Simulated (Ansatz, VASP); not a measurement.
## Zr2H3: VASP beside Ansatz

```
Zr H
1.0
     3.61790    0.00000    0.00000
    -1.80895    3.13320    0.00000
     0.00000    0.00000   11.21803
Zr H
4 6
Direct
  0.33333 0.66667 0.38749
  0.33333 0.66667 0.88749
  0.66667 0.33333 0.11251
  0.66667 0.33333 0.61251
  0.50000 0.00000 0.25000
  0.50000 0.00000 0.75000
  0.00000 0.50000 0.25000
  0.00000 0.50000 0.75000
  0.50000 0.50000 0.25000
  0.50000 0.50000 0.75000
```

Alike in both runs: task single point; functional PBE; k mesh 6 × 6 × 2; occupations gaussian, width 0.2 eV; no spin polarisation.

|  | VASP | Ansatz |
| --- | --- | --- |
| version | VASP 6.6.1 | Ansatz 0.2.0 |
| potentials or method | VASP PAW PBE potentials, release 64 (Zr_sv, H), cutoff 520 eV | scalar-relativistic, plane waves, PAW |
| valence electrons in the cell | 54 | 54 |

```tsv
	VASP	Ansatz	Ansatz less VASP
gap on the k mesh at the Fermi level (eV)	none	none	-
pressure (GPa)	-0.1	-0.1	+0.05
traceless stress, the component that is largest in VASP (GPa)	-0.17	-0.20	-0.030
rms of the force components (eV/Å)	0.011	0.014	+0.0025
```

Atom by atom the forces differ by 0.003 eV/Å (rms over components). A gap of «none» marks a metal or a gap that the smearing closes.
